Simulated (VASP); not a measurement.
# Rb3Ag (Pm-3m) in VASP: single point with PBE

Aim: the single point of Rb3Ag with PBE.

Everything below comes from runs of VASP 6.6.1. Logs are shortened: lines on timing, memory, paths and dates and some standing lists are left out, and cuts for length are marked.

## Step 1: The cell of the first run

It takes space group Pm-3m (No. 221, cubic). Conventional cell: a = 6.136 Å, b = 6.136 Å, c = 6.136 Å, α = 90.00°, β = 90.00°, γ = 90.00°. Rb (site symmetry 4/mmm) has 8 Rb at 4.34 Å and 4 Ag at 4.34 Å within 5.7 Å. Within 5.7 Å of Ag (site symmetry m-3m) lie 12 Rb at 4.34 Å.

## Step 2: Single point, PBE

The input, INCAR:

```
SYSTEM = Rb3Ag
PREC = Accurate
ENCUT = 520
EDIFF = 1E-7
ISMEAR = 0
SIGMA = 0.1
LREAL = .False.
LASPH = .True.
NELM = 100
ALGO = Normal
ISIF = 2
LWAVE = .False.
LCHARG = .False.
GGA = PE
NBANDS = 27
```

The input, KPOINTS:

```
regular mesh
0
Gamma
  4 4 4
  0 0 0
```

The input, POSCAR:

```
Rb3Ag
1.0
    6.1361480000      0.0000000000      0.0000000000
    0.0000000000      6.1361480000      0.0000000000
    0.0000000000      0.0000000000      6.1361480000
Rb Ag
3 1
Direct
    0.0000000000      0.5000000000      0.5000000000
    0.5000000000      0.0000000000      0.5000000000
    0.5000000000      0.5000000000      0.0000000000
    0.0000000000      0.0000000000      0.0000000000
```

Potentials or basis: VASP PAW PBE potentials, release 64 (Rb_sv, Ag).

Launch:

```console
> cat potpaw_PBE.64/Rb_sv/POTCAR potpaw_PBE.64/Ag/POTCAR > POTCAR
> mpirun -np 1 vasp_std > vasp.out
```

OUTCAR:

```text
SYSTEM = Rb3Ag
   PREC = Accurate
   ENCUT = 520
   EDIFF = 1E-7
   ISMEAR = 0
   LREAL = .False.
   LASPH = .True.
   NELM = 100
   ISIF = 2
   GGA = PE

 ion  position               nearest neighbor table
   1  0.000  0.500  0.500-   2 4.34   3 4.34   4 4.34   3 4.34   4 4.34   2 4.34   4 4.34   4 4.34
                             2 4.34   3 4.34   3 4.34   2 4.34
   2  0.500  0.000  0.500-   1 4.34   3 4.34   4 4.34   3 4.34   4 4.34   1 4.34   3 4.34   3 4.34
                             1 4.34   4 4.34   4 4.34   1 4.34
   3  0.500  0.500  0.000-   1 4.34   2 4.34   4 4.34   1 4.34   2 4.34   2 4.34   4 4.34   2 4.34
                             1 4.34   4 4.34   1 4.34   4 4.34
   4  0.000  0.000  0.000-   1 4.34   2 4.34   3 4.34   1 4.34   2 4.34   1 4.34   3 4.34   1 4.34
                             2 4.34   3 4.34   2 4.34   3 4.34

  LATTYP: Found a simple cubic cell.
 ALAT       =     6.1361480000

  Lattice vectors:

 A1 = (   6.1361480000,   0.0000000000,   0.0000000000)
 A2 = (   0.0000000000,   6.1361480000,   0.0000000000)
 A3 = (   0.0000000000,   0.0000000000,   6.1361480000)

Analysis of symmetry for initial positions (statically):
=====================================================================
 Subroutine PRICEL returns:
 Original cell was already a primitive cell.

 Routine SETGRP: Setting up the symmetry group for a
 simple cubic supercell.

 Subroutine GETGRP returns: Found 48 space group operations
 (whereof 48 operations were pure point group operations)
 out of a pool of 48 trial point group operations.

The static configuration has the point symmetry O_h .

Analysis of symmetry for dynamics (positions and initial velocities):
=====================================================================
 Subroutine PRICEL returns:
 Original cell was already a primitive cell.

 Routine SETGRP: Setting up the symmetry group for a
 simple cubic supercell.

 Subroutine GETGRP returns: Found 48 space group operations
 (whereof 48 operations were pure point group operations)
 out of a pool of 48 trial point group operations.

The dynamic configuration has the point symmetry O_h .

 Subroutine INISYM returns: Found 48 space group operations
 (whereof 48 operations are pure point group operations),
 and found     1 'primitive' translations

----------------------------------------------------------------------------------------

                                     Primitive cell

  volume of cell :     231.0402

  direct lattice vectors                    reciprocal lattice vectors
     6.136148000  0.000000000  0.000000000     0.162968690  0.000000000  0.000000000
[... 80 lines left out ...]
   NFREE  =      0    steps in history (QN), initial steepest desc. (CG)
   ISIF   =      2    stress and relaxation
   ISYM   =      2    0-nonsym 1-usesym 2-fastsym
   POTIM  = 0.5000    time-step for ionic-motion
   TEBEG  =    0.0;   TEEND  =   0.0 temperature during run
   PSTRESS=    0.0 pullay stress
   NELECT =      38.0000    total number of electrons
   NUPDOWN=      -1.0000    fix difference up-down
   EMIN   =  10.00;   EMAX   =-10.00  energy-range for DOS
   EFERMI =   0.00;   METHOD = LEGACY
   ISMEAR =     0;   SIGMA  =   0.10  broadening in eV -4-tet -1-fermi 0-gaus
   EFERMI_NEDOS =   21; number of points for ismear=-14 and -15
   IALGO  =     38    algorithm
   IMIX   =      4    mixing-type and parameters
     AMIX     =   0.40;   BMIX     =  1.00
     AMIX_MAG =   1.60;   BMIX_MAG =  1.00
  volume/ion in A,a.u.               =      57.76       389.78
  Fermi-wavevector in a.u.,A,eV,Ry     =   0.896961  1.695010 10.946417  0.804539
  Thomas-Fermi vector in A             =   2.019485
   LORBIT       =      0    0 simple, 1 ext, 2 COOP (PROOUT), +10 PAW based schemes
   GGA     = PE    functional components
   LHFCALC =     F    Hartree Fock is set to
   AEXX    =    0.0000 exact exchange contribution
   IVDW    =     0    specifies the selected vdW correction
   LEPSILON=     F    determine dielectric tensor
   LRPA    =     F    only Hartree local field effects (RPA)
 non-spin polarized calculation
 Gauss-broadening in eV      SIGMA  =   0.10
  energy-cutoff  :      520.00
  volume of cell :      231.04
 maximum number of plane-waves:      6239
 NGX is ok and might be reduce to    48
   NGX = 23   NGY = 23   NGZ = 23

 number of electron      37.9999994 magnetization

 Free energy of the ion-electron system (eV)
  ---------------------------------------------------
  ext. energy  EPLUGINS =         0.00000000
  ---------------------------------------------------
  free energy    TOTEN  =        -5.02784942 eV

  energy without entropy =       -5.01771119  energy(sigma->0) =       -5.02278030

 E-fermi :   1.1109     XC(G=0):  -6.5753

 val. band max:        0.8646281289   @ k =   0.5000   0.5000   0.0000
 cond. band min:       1.1434120674   @ k =   0.5000   0.5000   0.2500
 fundamental gap:      0.2787839385
 Fermi energy:         1.1108578990

 k-point     1 :       0.0000    0.0000    0.0000
  band No.  band energies     occupation
      1     -27.8038      2.00000
      2     -27.7740      2.00000
      3     -27.7740      2.00000
      4     -12.0303      2.00000
      5     -12.0303      2.00000
      6     -12.0303      2.00000
[... 289 lines left out ...]
     26       5.0343      0.00000
     27       5.0343      0.00000

------------------------ aborting loop because EDIFF is reached ----------------------------------------

  FORCE on cell =-STRESS in cart. coord.  units (eV):
  Direction    XX          YY          ZZ          XY          YZ          ZX
  --------------------------------------------------------------------------------------
  -------------------------------------------------------------------------------------
  Total       -0.0326274     -0.0326274     -0.0326274      0.0000000      0.0000000     -0.0000000
  in kB       -0.2262587     -0.2262587     -0.2262587      0.0000000      0.0000000     -0.0000000
  external PRESSURE =      -0.2262587 kB  Pullay stress =       0.0000000 kB

 VOLUME and BASIS-vectors are now :
 -----------------------------------------------------------------------------
  energy-cutoff  :      520.00
  volume of cell :      231.04
      direct lattice vectors                 reciprocal lattice vectors
     6.136148000  0.000000000  0.000000000     0.162968690  0.000000000  0.000000000
     0.000000000  6.136148000  0.000000000     0.000000000  0.162968690  0.000000000
     0.000000000  0.000000000  6.136148000     0.000000000  0.000000000  0.162968690

 POSITION                                       TOTAL-FORCE (eV/Angst)
 -----------------------------------------------------------------------------------
      0.00000      3.06807      3.06807         0.000000      0.000000      0.000000
      3.06807      0.00000      3.06807         0.000000      0.000000      0.000000
      3.06807      3.06807      0.00000         0.000000      0.000000      0.000000
      0.00000      0.00000      0.00000         0.000000      0.000000      0.000000
 -----------------------------------------------------------------------------------
    total drift:                                0.000000     -0.000000     -0.000000

  FREE ENERGIE OF THE ION-ELECTRON SYSTEM (eV)
  ---------------------------------------------------
  free  energy   TOTEN  =        -5.0278494214 eV

  energy  without entropy=       -5.0177111882  energy(sigma->0) =       -5.02278030
```

Wall time 58 s (1 thread of Intel Xeon Platinum 8259CL at 2.50GHz (Skylake/Cascade Lake), shared host); peak memory 0.34 GiB.

Results:

```yaml
Free_energy: -5.0278 eV
Pressure: 0.0 GPa
Band_gap_on_the_k_mesh: zero (band 19 reaches 1.79 eV, above the bottom of band 20 at 0.86 eV)
```
